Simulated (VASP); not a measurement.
Wanted: the native input for a VASP 6.6.1 run.

- Task: electric field gradients
- Functional: PBEsol
- Potentials or basis: VASP PAW PBE potentials, release 64 (Cu)
- Cutoff: 520 eV
- k mesh: 17 × 17 × 17
- Occupations: fermi-dirac, width 0.03 eV
- Spin: no spin polarisation
- Dipole correction: no
- Further INCAR settings: ALGO = Normal; EDIFF = 1e-08; NBANDS = 12

The structure of Cu lies in POSCAR:

```
Cu
1.0
    0.0000000000      1.7830713297      1.7830713297
    1.7830713297      0.0000000000      1.7830713297
    1.7830713297      1.7830713297      0.0000000000
Cu
1
Direct
    0.0000000000      0.0000000000      0.0000000000
```

This cell differs from its parent crystal: volume scaled by 0.96.

These files were run (other wordings do the same):

INCAR

```
SYSTEM = Cu
ALGO = Normal
EDIFF = 1E-8
ENCUT = 520
GGA = PS
ISIF = 2
ISMEAR = -1
LASPH = .True.
LCHARG = .False.
LEFG = .True.
LREAL = .False.
LWAVE = .False.
NBANDS = 12
NELM = 80
PREC = Accurate
SIGMA = 0.03
```

KPOINTS

```
k-points
0
Gamma
  17 17 17
  0 0 0
```

Potentials or basis: VASP PAW PBE potentials, release 64 (Cu).

The run is started by

```sh
$ cat potpaw_PBE.64/Cu/POTCAR > POTCAR
$ mpirun -np 1 vasp_std > vasp.out
```

It gave:

| Quantity | Value |
| --- | --- |
| Pressure | 0.1 GPa |

Caveat: without QUAD_EFG the Cq values of the log hold for a quadrupole moment of 1 mb, not for the nuclei; the PAW data sets were made with another functional, which shifts forces and pressure a little.

It took 18 s on 1 thread of Intel(R) Xeon(R) Platinum 8488C (Sapphire Rapids), on a shared host, peak memory 0.13 GiB.
